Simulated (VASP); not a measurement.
Wanted: the native input for a VASP 6.6.1 run.

```yaml
Task: single point
Functional: LDA
Potentials_or_basis: VASP PAW LDA potentials, release 64 (Sr_sv)
Cutoff: 520 eV
k_mesh: 7 × 7 × 4
Occupations: fermi-dirac, width 0.15 eV
Spin: no spin polarisation
Dipole_correction: no
Further_INCAR_settings: ALGO = Normal; EDIFF = 1e-07; NBANDS = 17
```

The structure of Sr lies in POSCAR:

```
Sr
1.0
    4.3100000000      0.0000000000      0.0000000000
   -2.1550000000      3.7325694900      0.0000000000
    0.0000000000      0.0000000000      7.0500000000
Sr
2
Direct
    0.3333333333      0.6666666667      0.2500000000
    0.6898685228      0.3333333333      0.7500000000
```

These files were run (other wordings do the same):

INCAR

```
SYSTEM = Sr
  PREC = Accurate
  ENCUT = 520
  EDIFF = 1E-7
  ISMEAR = -1
  SIGMA = 0.15
  LREAL = .FALSE.
  LASPH = .TRUE.
  NELM = 80
  ALGO = Normal
  ISIF = 2
  LWAVE = .FALSE.
  LCHARG = .FALSE.
  GGA = CA
  NBANDS = 17
```

KPOINTS

```
Automatic mesh
0
G
  7 7 4
  0 0 0
```

Potentials or basis: VASP PAW LDA potentials, release 64 (Sr_sv).

The run is started by

```bash
$ cat potpaw_LDA.64/Sr_sv/POTCAR > POTCAR
$ mpirun -np 1 vasp_std > vasp.out
```

Results of the run:

```yaml
Pressure: -1.5 GPa
Largest_force: 0.030 eV/Å
Band_gap_on_the_k_mesh: zero (band 10 reaches 1.43 eV, above the bottom of band 11 at 1.34 eV)
```

It took 2.9 min on 1 thread of Oxide Virtual Turin-like Processor, on a shared host, peak memory 0.23 GiB.
